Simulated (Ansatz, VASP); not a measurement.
## Sn: VASP beside Ansatz

INCAR

```
SYSTEM = Sn
ALGO     = Normal         ! electronic algorithm
EDIFF    = 1E-6           ! SCF threshold, eV
ENCUT    = 520            ! plane-wave cutoff, eV
GGA      = PE             ! functional
ISIF     = 2              ! what is computed and relaxed
ISMEAR   = -1             ! smearing method
LASPH    = .TRUE.         ! aspherical terms in the spheres
LCHARG   = .FALSE.        ! write CHGCAR
LREAL    = .FALSE.        ! projectors in reciprocal space
LWAVE    = .FALSE.        ! write WAVECAR
NBANDS   = 13             ! bands
NELM     = 60             ! most SCF steps
PREC     = Accurate       ! precision mode
SIGMA    = 0.05           ! smearing width, eV
```

KPOINTS

```
k-points
0
G
  11 11 11
  0 0 0
```

File POSCAR:

```
Sn
1.0
   -1.6912936206      1.7393011766      2.2906073406
    1.6912936206     -1.7393011766      2.2906073406
    1.6912936206      1.7393011766     -2.2906073406
Sn
1
Direct
    0.0000000000      0.0000000000      0.0000000000
```

Contents of input.yaml:

```yaml
crystal:
  lattice:
    - [-1.6912936206, 1.7393011766, 2.2906073406]
    - [1.6912936206, -1.7393011766, 2.2906073406]
    - [1.6912936206, 1.7393011766, -2.2906073406]
  atoms:
    - { symbol: Sn, position: [0.0, 0.0, 0.0] }
kpoints:
  mp_grid: { grid: [11, 11, 11] }
scf:
  occupations: { method: fermi_dirac, width: 0.05 }
hamiltonian:
  xc: pbe
  pseudopotentials: { kind: all_electron, lapw: { basis_error: 0.0005 } }
output:
  forces: true
  stress: true
  eigenvalues: true
```

Change from the starting cell: volume scaled by 0.94.

Alike in both runs: task single point; functional PBE; k mesh 11 × 11 × 11; occupations fermi-dirac, width 0.05 eV; no spin polarisation.

|  | VASP | Ansatz |
| --- | --- | --- |
| version | VASP 6.6.1 | Ansatz 0.2.0 |
| potentials or method | VASP PAW PBE potentials, release 64 (Sn_d), cutoff 520 eV | all-electron LAPW, scalar-relativistic |

|  | VASP | Ansatz | Ansatz less VASP |
| --- | --- | --- | --- |
| gap on the k mesh at the Fermi level (eV) | none | none | - |
| pressure (GPa) | 2.1 | 2.1 | +0.03 |
| traceless stress, the component that is largest in VASP (GPa) | -1.10 | -1.10 | 0.000 |

A gap of «none» marks a metal or a gap that the smearing closes. Ansatz ran all-electron here, and VASP with PAW potentials.
